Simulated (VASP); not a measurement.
# Si (C2/m) in VASP: further runs

Si is run at these levels: LDA; tasks: single point.

Program: VASP 6.6.1. These are calculated values, not measurements. Logs are shortened: lines on timing, memory, paths and dates and some standing lists are left out, and cuts for length are marked.

## (1) The cell of the first run

It takes space group C2/m (No. 12, monoclinic). The conventional cell has a = 13.992 Å, b = 3.740 Å, c = 6.292 Å, α = 90.00°, β = 96.86°, γ = 90.00°. Within 3.1 Å of Si (site symmetry m) lie 4 Si at 2.33 to 2.36 Å. Within 3.1 Å of Si (site symmetry m) lie 4 Si at 2.33 to 2.44 Å. Si (site symmetry m) has 4 Si at 2.30 to 2.36 Å within 3.0 Å. Within 3.0 Å of Si (site symmetry m) lie 4 Si at 2.29 to 2.44 Å.

## (2) Single point, LDA (strain +0.0200 x Voigt [1, -1, 0, 0, 0, 0])

Contents of INCAR:

```
PREC = Accurate ; ENCUT = 520
EDIFF = 1E-6 ; ISMEAR = 0
SIGMA = 0.03 ; LREAL = False
LASPH = True ; NELM = 60
ALGO = Normal ; ISIF = 2
LWAVE = False ; LCHARG = True
LELF = True ; LVHAR = True
NBANDS = 26
```

Contents of KPOINTS:

```
Automatic mesh
0
Gamma
  10 10 6
```

Contents of POSCAR:

```
Si
1.0
    6.9957857449     -1.8702364321      0.0019555789
    6.9957857449      1.8702364321      0.0019555789
   -0.7538572641      0.0000000000      6.2471364583
Si
8
Direct
    0.0552606043      0.0552606043      0.8732930182
    0.9447393957      0.9447393957      0.1267069818
    0.5589873877      0.5589873877      0.6532364403
    0.4410126123      0.4410126123      0.3467635597
    0.2124950295      0.2124950295      0.0571328851
    0.7875049705      0.7875049705      0.9428671149
    0.7270489246      0.7270489246      0.5856835384
    0.2729510754      0.2729510754      0.4143164616
```

Potentials or basis: VASP PAW LDA potentials, release 64 (Si).

On the command line:

```sh
$ cat potpaw_LDA.64/Si/POTCAR > POTCAR
$ mpirun -np 1 vasp_std > vasp.out
```

OUTCAR:

```text
PREC = Accurate
   ENCUT = 520
   EDIFF = 1E-6
   ISMEAR = 0
   LREAL = False
   LASPH = True
   NELM = 60
   ISIF = 2

 ion  position               nearest neighbor table
   1  0.055  0.055  0.873-   3 2.33   3 2.33   2 2.35   5 2.36
   2  0.945  0.945  0.127-   4 2.33   4 2.33   1 2.35   6 2.36
   3  0.559  0.559  0.653-   1 2.33   1 2.33   4 2.38   7 2.44
   4  0.441  0.441  0.347-   2 2.33   2 2.33   3 2.38   8 2.44
   5  0.212  0.212  0.057-   6 2.30   6 2.30   8 2.30   1 2.36
   6  0.788  0.788  0.943-   5 2.30   5 2.30   7 2.30   2 2.36
   7  0.727  0.727  0.586-   8 2.29   8 2.29   6 2.30   3 2.44
   8  0.273  0.273  0.414-   7 2.29   7 2.29   5 2.30   4 2.44

  LATTYP: Found a base centered monoclinic cell.
 ALAT       =    13.9915720365
 B/A-ratio  =     0.2673375697
 C/A-ratio  =     0.4497319495
 COS(beta)  =    -0.1195257964

  Lattice vectors:

 A1 = (   6.9957857449,  -1.8702364321,   0.0019555789)
 A2 = (   6.9957857449,   1.8702364321,   0.0019555789)
 A3 = (  -0.7538572641,   0.0000000000,   6.2471364583)

Analysis of symmetry for initial positions (statically):
=====================================================================
 Subroutine PRICEL returns:
 Original cell was already a primitive cell.

 Routine SETGRP: Setting up the symmetry group for a
 base centered monoclinic supercell.

 Subroutine GETGRP returns: Found  4 space group operations
 (whereof  4 operations were pure point group operations)
 out of a pool of  4 trial point group operations.

The static configuration has the point symmetry C_2h.

Analysis of symmetry for dynamics (positions and initial velocities):
=====================================================================
 Subroutine PRICEL returns:
 Original cell was already a primitive cell.

 Routine SETGRP: Setting up the symmetry group for a
 base centered monoclinic supercell.

 Subroutine GETGRP returns: Found  4 space group operations
 (whereof  4 operations were pure point group operations)
 out of a pool of  4 trial point group operations.

The dynamic configuration has the point symmetry C_2h.

 Subroutine INISYM returns: Found  4 space group operations
 (whereof  4 operations are pure point group operations),
 and found     1 'primitive' translations

----------------------------------------------------------------------------------------

                                     Primitive cell

  volume of cell :     163.4777

  direct lattice vectors                    reciprocal lattice vectors
     6.995785745 -1.870236432  0.001955579     0.071469189 -0.267345877  0.008624362
     6.995785745  1.870236432  0.001955579     0.071469189  0.267345877  0.008624362
    -0.753857264  0.000000000  6.247136458    -0.000044745  0.000000000  0.160067941

  length of vectors
     7.241464377  7.241464377  6.292456969     0.276868277  0.276868277  0.160067947

  position of ions in fractional coordinates (direct lattice)
     0.055260604  0.055260604  0.873293018
     0.944739396  0.944739396  0.126706982
     0.558987388  0.558987388  0.653236440
     0.441012612  0.441012612  0.346763560
     0.212495029  0.212495029  0.057132885
     0.787504971  0.787504971  0.942867115
     0.727048925  0.727048925  0.585683538
     0.272951075  0.272951075  0.414316462

  ion indices of the primitive-cell ions
   primitive index   ion index
                 1           1
                 2           2
                 3           3
                 4           4
                 5           5
                 6           6
                 7           7
                 8           8

----------------------------------------------------------------------------------------

 KPOINTS: Automatic mesh

Automatic generation of k-mesh.
 Grid dimensions read from file:
 generate k-points for:   10   10    6

 Generating k-lattice:

  Cartesian coordinates                     Fractional coordinates (reciprocal lattice)
     0.007146919 -0.026734588  0.000862436     0.100000000 -0.000000000  0.000000000
     0.007146919  0.026734588  0.000862436    -0.000000000  0.100000000  0.000000000
    -0.000007457  0.000000000  0.026677990     0.000000000  0.000000000  0.166666667

  Length of vectors
     0.027686828  0.027686828  0.026677991

  Shift w.r.t. Gamma in fractional coordinates (k-lattice)
     0.000000000  0.000000000  0.000000000

 Subroutine IBZKPT returns following result:
 ===========================================

 Found    172 irreducible k-points:

 Following reciprocal coordinates:
            Coordinates               Weight
  0.000000  0.000000  0.000000      1.000000
  0.100000  0.000000  0.000000      4.000000
  0.200000  0.000000  0.000000      4.000000
  0.300000 -0.000000  0.000000      4.000000
  0.400000  0.000000 -0.000000      4.000000
  0.500000 -0.000000 -0.000000      2.000000
[... 16 lines left out ...]
  0.300000  0.300000  0.000000      2.000000
  0.400000  0.300000 -0.000000      4.000000
 [... further k-points ...]
   k-points           NKPTS =    172   k-points in BZ     NKDIM =    172   number of bands    NBANDS=     26
   number of dos      NEDOS =    301   number of ions     NIONS =      8
   total plane-waves  NPLWV = 139968
   dimension x,y,z NGX =    54 NGY =   54 NGZ =   48
   dimension x,y,z NGXF=   108 NGYF=  108 NGZF=   96
   ions per type =               8
   NGX,Y,Z   is equivalent  to a cutoff of  12.40, 12.40, 12.68 a.u.
   NGXF,Y,Z  is equivalent  to a cutoff of  24.79, 24.79, 25.36 a.u.
 SYSTEM =  unknown system
   PREC   = accura    normal or accurate (medium, high low for compatibility)
   ISTART =      0    job   : 0-new  1-cont  2-samecut
   ICHARG =      2    charge: 1-file 2-atom 10-const
   ISPIN  =      1    spin polarized calculation?
   LNONCOLLINEAR =      F non collinear calculations
   LSORBIT =      F    spin-orbit coupling
   LASPH  =      T    aspherical Exc in radial PAW
   ENCUT  =  520.0 eV  38.22 Ry    6.18 a.u.  13.46 13.46 11.70*2*pi/ulx,y,z
   NELM   =     60;   NELMIN=  2; NELMDL= -5     # of ELM steps
   EDIFF  = 0.1E-05   stopping-criterion for ELM
   LREAL  =      F    real-space projection
   EDIFFG = 0.1E-04   stopping-criterion for IOM
   NSW    =      0    number of steps for IOM
   IBRION =     -1    ionic relax: 0-MD 1-quasi-New 2-CG
   NFREE  =      0    steps in history (QN), initial steepest desc. (CG)
   ISIF   =      2    stress and relaxation
   ISYM   =      2    0-nonsym 1-usesym 2-fastsym
   POTIM  = 0.5000    time-step for ionic-motion
   TEBEG  =    0.0;   TEEND  =   0.0 temperature during run
   PSTRESS=    0.0 pullay stress
   NELECT =      32.0000    total number of electrons
   NUPDOWN=      -1.0000    fix difference up-down
   EMIN   =  10.00;   EMAX   =-10.00  energy-range for DOS
   EFERMI =   0.00;   METHOD = LEGACY
   ISMEAR =     0;   SIGMA  =   0.03  broadening in eV -4-tet -1-fermi 0-gaus
   EFERMI_NEDOS =   21; number of points for ismear=-14 and -15
   IALGO  =     38    algorithm
   IMIX   =      4    mixing-type and parameters
     AMIX     =   0.40;   BMIX     =  1.00
     AMIX_MAG =   1.60;   BMIX_MAG =  1.00
  volume/ion in A,a.u.               =      20.43       137.90
  Fermi-wavevector in a.u.,A,eV,Ry     =   0.950543  1.796267 12.293309  0.903533
  Thomas-Fermi vector in A             =   2.078930
   LORBIT       =      0    0 simple, 1 ext, 2 COOP (PROOUT), +10 PAW based schemes
   GGA     = CA    functional components
   LHFCALC =     F    Hartree Fock is set to
   AEXX    =    0.0000 exact exchange contribution
   IVDW    =     0    specifies the selected vdW correction
   LEPSILON=     F    determine dielectric tensor
   LRPA    =     F    only Hartree local field effects (RPA)
 non-spin polarized calculation
 Gauss-broadening in eV      SIGMA  =   0.03
  energy-cutoff  :      520.00
  volume of cell :      163.48
 maximum number of plane-waves:      4425
 NGX is ok and might be reduce to    54
   NGX = 27   NGY = 27   NGZ = 23

 number of electron      31.9999999 magnetization

 Free energy of the ion-electron system (eV)
  ---------------------------------------------------
  ext. energy  EPLUGINS =         0.00000000
  ---------------------------------------------------
  free energy    TOTEN  =       -47.01242851 eV

  energy without entropy =      -47.01242851  energy(sigma->0) =      -47.01242851

 E-fermi :   5.8708     XC(G=0):  -9.4541

 val. band max:        5.7229183296   @ k =   0.0000   0.0000   0.0000
 cond. band min:       6.0586886070   @ k =   0.5000   0.5000   0.5000
 fundamental gap:      0.3357702774
 Fermi energy:         5.8708014809

 k-point     1 :       0.0000    0.0000    0.0000
  band No.  band energies     occupation
      1      -6.5735      2.00000
      2      -4.4337      2.00000
      3      -4.1547      2.00000
      4      -3.4938      2.00000
      5      -1.5779      2.00000
      6      -1.1154      2.00000
[... 18 lines left out ...]
     25       9.3619      0.00000
     26       9.5056      0.00000

 k-point     2 :       0.1000    0.0000    0.0000
  band No.  band energies     occupation
      1      -6.4740      2.00000
      2      -4.4268      2.00000
      3      -3.9791      2.00000
      4      -3.4053      2.00000
      5      -1.6359      2.00000
      6      -1.0729      2.00000
[... 18 lines left out ...]
     25       9.4996      0.00000
     26       9.9470      0.00000

 k-point     3 :       0.2000    0.0000    0.0000
  band No.  band energies     occupation
      1      -6.1776      2.00000
      2      -4.3057      2.00000
      3      -3.5638      2.00000
      4      -3.1520      2.00000
      5      -1.8541      2.00000
      6      -1.0377      2.00000
[... 18 lines left out ...]
     25       9.8513      0.00000
     26       9.9451      0.00000

 k-point     4 :       0.3000   -0.0000    0.0000
  band No.  band energies     occupation
      1      -5.6913      2.00000
      2      -4.0220      2.00000
      3      -3.0647      2.00000
      4      -2.7736      2.00000
      5      -2.3177      2.00000
      6      -1.1746      2.00000
[... 18 lines left out ...]
     25       9.8713      0.00000
     26      10.7888      0.00000

 k-point     5 :       0.4000    0.0000   -0.0000
  band No.  band energies     occupation
      1      -5.0309      2.00000
      2      -3.5898      2.00000
      3      -3.3843      2.00000
      4      -2.6017      2.00000
      5      -2.1166      2.00000
      6      -1.2273      2.00000
[... 18 lines left out ...]
     25      10.3573      0.00000
     26      10.8237      0.00000

 k-point     6 :       0.5000   -0.0000   -0.0000
  band No.  band energies     occupation
      1      -4.2418      2.00000
      2      -4.2192      2.00000
      3      -3.1408      2.00000
      4      -2.9514      2.00000
      5      -1.4823      2.00000
      6      -0.9973      2.00000
[... 427 lines left out ...]
 k-point    21 :      -0.3000    0.2000   -0.0000
  band No.  band energies     occupation
      1      -4.3669      2.00000
      2      -3.9609      2.00000
      3      -3.5699      2.00000
      4      -2.3690      2.00000
      5      -1.9763      2.00000
      6      -0.7561      2.00000
[... 18 lines left out ...]
     25      10.7218      0.00000
     26      10.9726      0.00000

 k-point    22 :      -0.2000    0.2000    0.0000
  band No.  band energies     occupation
      1      -5.1229      2.00000
      2      -3.1250      2.00000
      3      -3.1086      2.00000
      4      -2.9105      2.00000
      5      -2.6437      2.00000
      6      -1.2559      2.00000
[... 18 lines left out ...]
     25       9.8930      0.00000
     26      10.3373      0.00000

 k-point    23 :       0.3000    0.3000    0.0000
  band No.  band energies     occupation
      1      -6.3751      2.00000
      2      -5.3113      2.00000
      3      -3.5474      2.00000
      4      -3.1078      2.00000
      5      -2.1604      2.00000
      6      -0.9002      2.00000
[... 18 lines left out ...]
     25       9.3967      0.00000
     26       9.7504      0.00000

 k-point    24 :       0.4000    0.3000   -0.0000
  band No.  band energies     occupation
      1      -6.2169      2.00000
      2      -5.3549      2.00000
      3      -3.4124      2.00000
      4      -2.9047      2.00000
      5      -2.2575      2.00000
      6      -0.9096      2.00000
[... 18 lines left out ...]
     25       9.3907      0.00000
     26       9.5370      0.00000

 [... further k-points ...]
[... 5 lines left out ...]
  --------------------------------------------------------------------------------------
  -------------------------------------------------------------------------------------
  Total       -3.3186728      4.0236685      0.1770839      0.0000000      0.0000000     -0.6811915
  in kB      -32.5249300     39.4342994      1.7355260      0.0000000      0.0000000     -6.6760746
  external PRESSURE =       2.8816318 kB  Pullay stress =       0.0000000 kB

 VOLUME and BASIS-vectors are now :
 -----------------------------------------------------------------------------
  energy-cutoff  :      520.00
  volume of cell :      163.48
      direct lattice vectors                 reciprocal lattice vectors
     6.995785745 -1.870236432  0.001955579     0.071469189 -0.267345877  0.008624362
     6.995785745  1.870236432  0.001955579     0.071469189  0.267345877  0.008624362
    -0.753857264  0.000000000  6.247136458    -0.000044745  0.000000000  0.160067941

 POSITION                                       TOTAL-FORCE (eV/Angst)
 -----------------------------------------------------------------------------------
      0.11484      0.00000      5.45580         0.076575      0.000000      0.398443
     13.12287      0.00000      0.79525        -0.076575      0.000000     -0.398443
      7.32866      0.00000      4.08304         0.219202      0.000000     -0.283055
      5.90905      0.00000      2.16800        -0.219202      0.000000      0.283055
      2.93007      0.00000      0.35775        -0.233727      0.000000      0.038303
     10.30764      0.00000      5.89330         0.233727      0.000000     -0.038303
      9.73104      0.00000      3.66169        -0.285400      0.000000      0.207659
      3.50668      0.00000      2.58936         0.285400      0.000000     -0.207659
 -----------------------------------------------------------------------------------
    total drift:                                0.000000      0.000000     -0.000000

  FREE ENERGIE OF THE ION-ELECTRON SYSTEM (eV)
  ---------------------------------------------------
  free  energy   TOTEN  =       -47.0124285058 eV

  energy  without entropy=      -47.0124285058  energy(sigma->0) =      -47.01242851
```

Wall time 11 min (1 thread of Intel Xeon 6975P-C (Granite Rapids), shared host); peak memory 0.61 GiB.

Results:

| Property | Result |
| --- | --- |
| Free energy | -47.0124 eV |
| Pressure | 0.3 GPa |
| Largest force | 0.406 eV/Å |
| Band gap on the k mesh | 0.34 eV (least direct gap 0.70 eV) |

Forces on the atoms (eV/Å):
```
Si   0.077  0.000  0.398
Si  -0.077  0.000 -0.398
Si   0.219  0.000 -0.283
Si  -0.219  0.000  0.283
Si  -0.234  0.000  0.038
Si   0.234  0.000 -0.038
Si  -0.285  0.000  0.208
Si   0.285  0.000 -0.208
```

Levels at points of the mesh, in eV from the valence-band top:
```csv
k point,band 12,band 13,band 14,band 15,band 16,band 17,band 18,band 19,band 20,band 21
"(0.00, 0.00, 0.00)",-1.10,-0.76,-0.71,-0.26,0.00,0.70,1.26,1.59,2.16,2.50
"(0.50, 0.00, 0.00)",-3.32,-3.01,-2.86,-2.28,-1.92,0.67,1.40,1.68,2.40,2.83
"(0.50, 0.50, 0.00)",-1.70,-1.33,-1.01,-0.57,-0.30,0.52,0.97,2.25,2.44,2.50
"(0.00, 0.00, 0.50)",-1.98,-1.33,-1.30,-1.12,-0.92,1.01,1.32,1.78,2.26,2.56
"(0.50, 0.00, 0.50)",-3.21,-2.27,-1.96,-1.78,-1.52,0.89,1.24,1.51,1.65,2.25
"(0.50, 0.50, 0.50)",-2.12,-2.10,-1.51,-1.05,-0.68,0.34,1.26,1.46,2.16,2.91
```

Caveat: the cell differs from its parent crystal (strain +0.0200 x Voigt [1, -1, 0, 0, 0, 0]); the stress differs along the axes, from -3 to 4 GPa; semilocal functionals underestimate gaps, and a narrow one can read as zero. A k mesh can miss the band edges.

## (3) Single point, LDA (strain -0.0300 x Voigt [1, -1, 0, 0, 0, 0])

Contents of INCAR:

```
SYSTEM = Si
  ALGO = Fast
  EDIFF = 1E-6
  ENCUT = 520
  GGA = CA
  ISIF = 2
  ISMEAR = 0
  LASPH = .TRUE.
  LCHARG = .FALSE.
  LREAL = .FALSE.
  LWAVE = .FALSE.
  NBANDS = 26
  NELM = 100
  PREC = Accurate
  SIGMA = 0.03
```

Contents of KPOINTS:

```
k-points
0
G
  10 10 6
  0 0 0
```

Edit POSCAR of step 2 so:

```diff
@@ -2,5 +2,5 @@
 1.0
-    6.9957857449     -1.8702364321      0.0019555789
-    6.9957857449      1.8702364321      0.0019555789
-   -0.7538572641      0.0000000000      6.2471364583
+    6.6528550711     -1.9656566583      0.0019555789
+    6.6528550711      1.9656566583      0.0019555789
+   -0.7169034766      0.0000000000      6.2471364583
 Si
```

Potentials or basis: VASP PAW LDA potentials, release 64 (Si).

On the command line:

```sh
$ cat potpaw_LDA.64/Si/POTCAR > POTCAR
$ mpirun -np 1 vasp_std > vasp.out
```

Wall time 24 min (1 thread of AMD EPYC 9755, shared host); peak memory 0.57 GiB.

Results (log left out):

```yaml
Free_energy: -46.9219 eV
Pressure: 0.3 GPa
Largest_force: 0.667 eV/Å
Band_gap_on_the_k_mesh: zero (bands 16 and 17 overlap by 0.17 eV)
```

Forces in eV/Å, atoms in the order of the input:
```
Si  -0.163  0.000 -0.647
Si   0.163  0.000  0.647
Si  -0.446  0.000  0.402
Si   0.446  0.000 -0.402
Si   0.394  0.000 -0.024
Si  -0.394  0.000  0.024
Si   0.523  0.000 -0.300
Si  -0.523  0.000  0.300
```

Stress tensor (GPa, compression positive):
```
 5.63  0.00  1.03
 0.00 -5.03  0.00
 1.03  0.00  0.18
```

Levels at points of the mesh, in eV from the Fermi level:
```tsv
k point	band 14	band 15	band 16	band 17	band 18	band 19
(0.00, 0.00, 0.00)	-0.67	-0.34	0.17	0.19	1.31	1.55
(0.50, 0.00, 0.00)	-2.72	-2.09	-1.84	0.84	1.59	2.04
(0.50, 0.50, 0.00)	-1.22	-0.94	-0.47	0.00	1.43	1.87
(0.00, 0.00, 0.50)	-1.25	-1.14	-0.62	0.70	1.09	1.78
(0.50, 0.00, 0.50)	-1.93	-1.66	-1.26	1.03	1.43	1.62
(0.50, 0.50, 0.50)	-1.52	-1.16	-0.78	0.00	1.03	1.21
```

Caveat: the cell differs from its parent crystal (strain -0.0300 x Voigt [1, -1, 0, 0, 0, 0]); the stress differs along the axes, from -5 to 6 GPa; semilocal functionals underestimate gaps, and a narrow one can read as zero.
